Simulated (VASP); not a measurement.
# Ti (P6_3/mmc) in VASP: further runs

Ti is run at these levels: LDA; tasks: single point, relaxation of cell and atoms.

Everything below comes from runs of VASP 6.6.1. Logs are shortened: lines on timing, memory, paths and dates and some standing lists are left out, and cuts for length are marked.

## 1. The cell of the first run

It takes space group P6_3/mmc (No. 194, hexagonal). Conventional cell: a = 2.881 Å, b = 2.881 Å, c = 4.575 Å, α = 90.00°, β = 90.00°, γ = 120.00°. Within 3.7 Å of Ti (site symmetry -6m2) lie 12 Ti at 2.83 to 2.88 Å.

## 2. Single point, LDA

INCAR

```
ALGO = Normal ; EDIFF = 1E-6
ENCUT = 520 ; GGA = CA
ISIF = 2 ; ISMEAR = 1
LASPH = T ; LCHARG = F
LREAL = F ; LWAVE = F
NBANDS = 19 ; NELM = 80
PREC = Accurate ; SIGMA = 0.05
```

KPOINTS

```
k-points
0
Gamma
  8 8 5
```

POSCAR

```
Ti
1.0
    2.8814735941      0.0000000000      0.0000000000
   -1.4407367970      2.4954293328      0.0000000000
    0.0000000000      0.0000000000      4.5748131034
Ti
2
Direct
    0.3333333333      0.6666666667      0.2500000000
    0.6666666667      0.3333333333      0.7500000000
```

Potentials or basis: VASP PAW LDA potentials, release 64 (Ti_sv).

Started as:

```bash
> cat potpaw_LDA.64/Ti_sv/POTCAR > POTCAR
> mpirun -np 1 vasp_std > vasp.out
```

OUTCAR:

```text
EDIFF = 1E-6
   ENCUT = 520
   GGA = CA
   ISIF = 2
   ISMEAR = 1
   LASPH = T
   LREAL = F
   NELM = 80
   PREC = Accurate

 ion  position               nearest neighbor table
   1  0.333  0.667  0.250-   2 2.83   2 2.83   2 2.83   2 2.83   2 2.83   2 2.83
   2  0.667  0.333  0.750-   1 2.83   1 2.83   1 2.83   1 2.83   1 2.83   1 2.83

  LATTYP: Found a hexagonal cell.
 ALAT       =     2.8814735941
 C/A-ratio  =     1.5876644203

  Lattice vectors:

 A1 = (   2.8814735941,   0.0000000000,   0.0000000000)
 A2 = (  -1.4407367970,   2.4954293328,   0.0000000000)
 A3 = (   0.0000000000,   0.0000000000,   4.5748131034)

Analysis of symmetry for initial positions (statically):
=====================================================================
 Subroutine PRICEL returns:
 Original cell was already a primitive cell.

 Routine SETGRP: Setting up the symmetry group for a
 hexagonal supercell.

 Subroutine GETGRP returns: Found 24 space group operations
 (whereof 12 operations were pure point group operations)
 out of a pool of 24 trial point group operations.

The static configuration has the point symmetry D_3d.
 The point group associated with its full space group is D_6h.

Analysis of symmetry for dynamics (positions and initial velocities):
=====================================================================
 Subroutine PRICEL returns:
 Original cell was already a primitive cell.

 Routine SETGRP: Setting up the symmetry group for a
 hexagonal supercell.

 Subroutine GETGRP returns: Found 24 space group operations
 (whereof 12 operations were pure point group operations)
 out of a pool of 24 trial point group operations.

The dynamic configuration has the point symmetry D_3d.
 The point group associated with its full space group is D_6h.

 Subroutine INISYM returns: Found 24 space group operations
 (whereof 12 operations are pure point group operations),
 and found     1 'primitive' translations

----------------------------------------------------------------------------------------

                                     Primitive cell

  volume of cell :      32.8953

  direct lattice vectors                    reciprocal lattice vectors
     2.881473594  0.000000000  0.000000000     0.347044652  0.200366323  0.000000000
    -1.440736797  2.495429333  0.000000000     0.000000000  0.400732646  0.000000000
     0.000000000  0.000000000  4.574813103     0.000000000  0.000000000  0.218588165
[... 76 lines left out ...]
   ISTART =      0    job   : 0-new  1-cont  2-samecut
   ICHARG =      2    charge: 1-file 2-atom 10-const
   ISPIN  =      1    spin polarized calculation?
   LNONCOLLINEAR =      F non collinear calculations
   LSORBIT =      F    spin-orbit coupling
   LASPH  =      T    aspherical Exc in radial PAW
   ENCUT  =  520.0 eV  38.22 Ry    6.18 a.u.   5.36  5.36  8.51*2*pi/ulx,y,z
   NELM   =     80;   NELMIN=  2; NELMDL= -5     # of ELM steps
   EDIFF  = 0.1E-05   stopping-criterion for ELM
   LREAL  =      F    real-space projection
   EDIFFG = 0.1E-04   stopping-criterion for IOM
   NSW    =      0    number of steps for IOM
   IBRION =     -1    ionic relax: 0-MD 1-quasi-New 2-CG
   NFREE  =      0    steps in history (QN), initial steepest desc. (CG)
   ISIF   =      2    stress and relaxation
   ISYM   =      2    0-nonsym 1-usesym 2-fastsym
   POTIM  = 0.5000    time-step for ionic-motion
   TEBEG  =    0.0;   TEEND  =   0.0 temperature during run
   PSTRESS=    0.0 pullay stress
   NELECT =      24.0000    total number of electrons
   NUPDOWN=      -1.0000    fix difference up-down
   EMIN   =  10.00;   EMAX   =-10.00  energy-range for DOS
   EFERMI =   0.00;   METHOD = LEGACY
   ISMEAR =     1;   SIGMA  =   0.05  broadening in eV -4-tet -1-fermi 0-gaus
   EFERMI_NEDOS =   21; number of points for ismear=-14 and -15
   IALGO  =     38    algorithm
   IMIX   =      4    mixing-type and parameters
     AMIX     =   0.40;   BMIX     =  1.00
     AMIX_MAG =   1.60;   BMIX_MAG =  1.00
  volume/ion in A,a.u.               =      16.45       110.99
  Fermi-wavevector in a.u.,A,eV,Ry     =   1.473785  2.785050 29.552431  2.172042
  Thomas-Fermi vector in A             =   2.588636
   LORBIT       =      0    0 simple, 1 ext, 2 COOP (PROOUT), +10 PAW based schemes
   GGA     = CA    functional components
   LHFCALC =     F    Hartree Fock is set to
   AEXX    =    0.0000 exact exchange contribution
   IVDW    =     0    specifies the selected vdW correction
   LEPSILON=     F    determine dielectric tensor
   LRPA    =     F    only Hartree local field effects (RPA)
 non-spin polarized calculation
 Methfessel and Paxton  Order N= 1 SIGMA  =   0.05
  energy-cutoff  :      520.00
  volume of cell :       32.90
 maximum number of plane-waves:       911
 NGX is ok and might be reduce to    24
   NGX = 11   NGY = 11   NGZ = 17

 number of electron      24.0000003 magnetization

 Free energy of the ion-electron system (eV)
  ---------------------------------------------------
  ext. energy  EPLUGINS =         0.00000000
  ---------------------------------------------------
  free energy    TOTEN  =       -17.09290598 eV

  energy without entropy =      -17.09272224  energy(sigma->0) =      -17.09284473

 E-fermi :   8.7357     XC(G=0): -12.0484

 val. band max:        8.6823727906   @ k =   0.3750   0.2500   0.4000
 cond. band min:       8.7446761655   @ k =   0.1250   0.0000   0.4000
 fundamental gap:      0.0623033749
 Fermi energy:         8.7356982386

 k-point     1 :       0.0000    0.0000    0.0000
  band No.  band energies     occupation
      1     -47.4094      2.00000
      2     -47.2309      2.00000
      3     -24.4592      2.00000
      4     -23.6693      2.00000
      5     -23.6693      2.00000
      6     -23.5928      2.00000
[... 505 lines left out ...]
      6     -23.7531      2.00000
[... 11 lines left out ...]
     18      12.0771      0.00000
     19      12.1619      0.00000

 [... further k-points ...]
[... 5 lines left out ...]
  --------------------------------------------------------------------------------------
  -------------------------------------------------------------------------------------
  Total       -0.5011779     -0.5011779     -0.5479998     -0.0000000      0.0000000      0.0000000
  in kB      -24.4100790    -24.4100790    -26.6905608     -0.0000000      0.0000000      0.0000000
  external PRESSURE =     -25.1702396 kB  Pullay stress =       0.0000000 kB

 VOLUME and BASIS-vectors are now :
 -----------------------------------------------------------------------------
  energy-cutoff  :      520.00
  volume of cell :       32.90
      direct lattice vectors                 reciprocal lattice vectors
     2.881473594  0.000000000  0.000000000     0.347044652  0.200366323  0.000000000
    -1.440736797  2.495429333  0.000000000     0.000000000  0.400732646  0.000000000
     0.000000000  0.000000000  4.574813103     0.000000000  0.000000000  0.218588165

 POSITION                                       TOTAL-FORCE (eV/Angst)
 -----------------------------------------------------------------------------------
     -0.00000      1.66362      1.14370        -0.000000      0.000000      0.000000
      1.44074      0.83181      3.43111         0.000000     -0.000000      0.000000
 -----------------------------------------------------------------------------------
    total drift:                               -0.000000      0.000000     -0.000000

  FREE ENERGIE OF THE ION-ELECTRON SYSTEM (eV)
  ---------------------------------------------------
  free  energy   TOTEN  =       -17.0929059802 eV

  energy  without entropy=      -17.0927222425  energy(sigma->0) =      -17.09284473
```

OSZICAR:

```text
N       E                     dE             d eps       ncg     rms          rms(c)
DAV:   1     0.263661554420E+03    0.26366E+03   -0.13097E+04  1140   0.158E+03
DAV:   2     0.109398847122E+02   -0.25272E+03   -0.24863E+03  1170   0.446E+02
DAV:   3    -0.177364848742E+02   -0.28676E+02   -0.28282E+02  2071   0.123E+02
DAV:   4    -0.190402158358E+02   -0.13037E+01   -0.13025E+01  1356   0.266E+01
DAV:   5    -0.190957770608E+02   -0.55561E-01   -0.55557E-01  1567   0.410E+00    0.122E+01
DAV:   6    -0.171046989575E+02    0.19911E+01   -0.70279E+00  1326   0.264E+01    0.316E+00
DAV:   7    -0.170768647459E+02    0.27834E-01   -0.71866E-01  1694   0.589E+00    0.206E+00
DAV:   8    -0.171007145956E+02   -0.23850E-01   -0.21442E-01  1258   0.557E+00    0.725E-01
DAV:   9    -0.170923754995E+02    0.83391E-02   -0.44479E-02  1280   0.225E+00    0.749E-02
DAV:  10    -0.170928741952E+02   -0.49870E-03   -0.33875E-03  1633   0.333E-01    0.945E-02
DAV:  11    -0.170929174954E+02   -0.43300E-04   -0.16638E-04  1356   0.980E-02    0.440E-02
DAV:  12    -0.170929063849E+02    0.11111E-04   -0.41972E-05  1295   0.613E-02    0.578E-03
DAV:  13    -0.170929059802E+02    0.40466E-06   -0.19689E-06   977   0.126E-02
   1 F= -.17092906E+02 E0= -.17092845E+02  d E =-.183738E-03
```

It took 13 s on 1 thread of Intel Xeon Platinum 8259CL at 2.50GHz (Skylake/Cascade Lake), shared host; peak memory 0.14 GiB.

Results:

```yaml
Free_energy: -17.0929 eV
Pressure: -2.5 GPa
Band_gap_on_the_k_mesh: zero (bands 12 and 13 overlap by 0.96 eV)
```

Stress tensor (GPa, compression positive):
```
-2.44  0.00  0.00
 0.00 -2.44  0.00
 0.00  0.00 -2.67
```

Levels at points of the mesh, in eV from the Fermi level:
```tsv
k point	band 10	band 11	band 12	band 13	band 14	band 15
(0.00, 0.00, 0.00)	-2.87	0.72	0.72	0.83	0.96	1.25
(0.50, 0.00, 0.00)	-2.38	-2.06	-0.54	0.39	0.59	1.17
```

## 3. Relaxation of cell and atoms, LDA

This run uses another cell than the first one, of 16.10 Å³/atom.

INCAR

```
SYSTEM = Ti
ALGO = Normal
EDIFF = 1E-6
EDIFFG = -0.02
ENCUT = 600
IBRION = 2
ISIF = 3
ISMEAR = 1
LASPH = .True.
LCHARG = .False.
LREAL = .False.
LWAVE = .False.
NELM = 80
NSW = 80
PREC = Accurate
SIGMA = 0.05
```

KPOINTS

```
k-points
0
Gamma
  8 8 5
  0 0 0
```

POSCAR

```
Ti
1.0
    2.8680954173      0.0000000000      0.0000000000
   -1.4340477086      2.4838434918      0.0000000000
    0.0000000000      0.0000000000      4.5193992637
Ti
2
Direct
    0.3333333333      0.6666666667      0.2500000000
    0.6666666667      0.3333333333      0.7500000000
```

Potentials or basis: VASP PAW LDA potentials, release 64 (Ti_sv).

Started as:

```bash
> cat potpaw_LDA.64/Ti_sv/POTCAR > POTCAR
> mpirun -np 1 vasp_std > vasp.out
```

Run time: 39 s. Hardware: 1 thread of Intel Xeon Platinum 8259CL at 2.50GHz (Skylake/Cascade Lake), shared host; peak memory 0.15 GiB.

Results (log left out):

- Free energy: -17.0973 eV
- Relaxed volume: 16.10 Å³/atom
- Relaxed cell: a = 2.861 Å, b = 2.861 Å, c = 4.545 Å, α = 90.00°, β = 90.00°, γ = 120.00°
- Space group after relaxing (to 0.1 Å): P6_3/mmc (No. 194)
- Energy gained by relaxing: 0.3 meV/atom
- Ionic steps: 5
- Pressure after relaxing: 0.0 GPa
- Band gap on the k mesh: zero (bands 12 and 13 overlap by 0.98 eV)

The path:
```csv
step,energy change (eV),largest force (eV/Å),pressure (GPa),volume (Å³)
1,0.0000,0.0000,0.13,32.20
2,-0.0005,0.0000,-0.14,32.26
3,-0.0005,0.0000,-0.25,32.28
4,-0.0006,0.0000,0.18,32.17
5,-0.0006,0.0000,-0.02,32.21
```

Final structure:
```xyz
2
Lattice="2.8606 0.0000 0.0000 -1.4303 2.4774 0.0000 0.0000 0.0000 4.5449" Properties=species:S:1:pos:R:3 pbc="T T T"
Ti    0.0000    1.6516    1.1362
Ti    1.4303    0.8258    3.4086
```

Levels at points of the mesh, in eV from the Fermi level:
```
           k point  band 10  band 11  band 12  band 13  band 14  band 15
(0.00, 0.00, 0.00)    -2.93     0.73     0.73     0.84     1.02     1.28
(0.50, 0.00, 0.00)    -2.45    -2.12    -0.51     0.40     0.61     1.20
```

[end of part 1 of 2]
